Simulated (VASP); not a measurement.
Wanted: the native input for a VASP 6.6.1 run.

```yaml
Task: single point
Functional: RPBE
Potentials_or_basis: VASP PAW PBE potentials, release 64 (Cd, Se)
Cutoff: 520 eV
k_mesh: 7 × 7 × 4
Occupations: fermi-dirac, width 0.05 eV
Spin: no spin polarisation
Dipole_correction: no
Further_INCAR_settings: ALGO = Normal; EDIFF = 1e-06; NBANDS = 26
```

The structure of CdSe lies in POSCAR:

```
CdSe
1.0
    4.4450171516      0.0000000000      0.0000000000
   -2.2225085758      3.8494977735      0.0000000000
    0.0000000000      0.0000000000      7.2562470432
Cd Se
2 2
Direct
    0.6666666667      0.3333333333      0.5044943132
    0.3333333333      0.6666666667      0.0044943132
    0.6666666667      0.3333333333      0.8805056868
    0.3333333333      0.6666666667      0.3805056868
```

One way to write it, as run:

INCAR

```
SYSTEM = CdSe
PREC = Accurate
ENCUT = 520
EDIFF = 1E-6
ISMEAR = -1
SIGMA = 0.05
LREAL = .False.
LASPH = .True.
NELM = 100
ALGO = Normal
ISIF = 2
LWAVE = .False.
LCHARG = .True.
GGA = RP
LELF = .True.
LVHAR = .True.
NBANDS = 26
```

KPOINTS

```
regular mesh
0
Gamma
  7 7 4
  0 0 0
```

Potentials or basis: VASP PAW PBE potentials, release 64 (Cd, Se).

Run with:

```bash
$ cat potpaw_PBE.64/Cd/POTCAR potpaw_PBE.64/Se/POTCAR > POTCAR
$ mpirun -np 1 vasp_std > vasp.out
```

Results of the run:

| Property | Result |
| --- | --- |
| Pressure | 0.2 GPa |
| Largest force | 0.006 eV/Å |
| Band gap on the k mesh | 0.62 eV |

Caveat: the PAW data sets were made with another functional, which shifts forces and pressure a little.

Wall time 2.2 min on 1 thread of Intel Xeon 8259CL, on a shared host, peak memory 0.28 GiB.
